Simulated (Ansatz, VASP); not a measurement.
# Tc: VASP beside Ansatz

```xyz
2
Lattice="2.7400 0.0000 0.0000 -1.3700 2.3729 0.0000 0.0000 0.0000 4.3980" Properties=species:S:1:pos:R:3 pbc="T T T"
Tc    1.3700    0.7910    3.2985
Tc    0.0000    1.5819    1.0995
```

Alike in both runs: functional r2SCAN; k mesh 6 × 6 × 4; occupations fermi-dirac, width 0.05 eV; no spin polarisation.

|  | VASP | Ansatz |
| --- | --- | --- |
| version | VASP 6.6.1 | Ansatz 0.2.0 |
| potentials or method | VASP PAW PBE potentials, release 64 (Tc_sv) | Ansatz PAW earlier set |
| plane-wave cutoff (eV) | 620 | 500 |
| valence electrons in the cell | 30 | 30 |
| task | single point | band structure |

VASP gave:

```
gap on the k mesh at the Fermi level (eV)                     : none
pressure (GPa)                                                : -1.3
traceless stress, the component that is largest in VASP (GPa) : -0.28
```

**Question.** Estimate Ansatz's values.

**Answer.** gap on the k mesh at the Fermi level (eV): none; pressure (GPa): -1.4; traceless stress, the component that is largest in VASP (GPa): -0.08.

VASP's potentials were made for PBE, not for r2SCAN. A gap of «none» marks a metal or a gap that the smearing closes.

The k mesh is coarse, so the values compare programs but aren't converged.
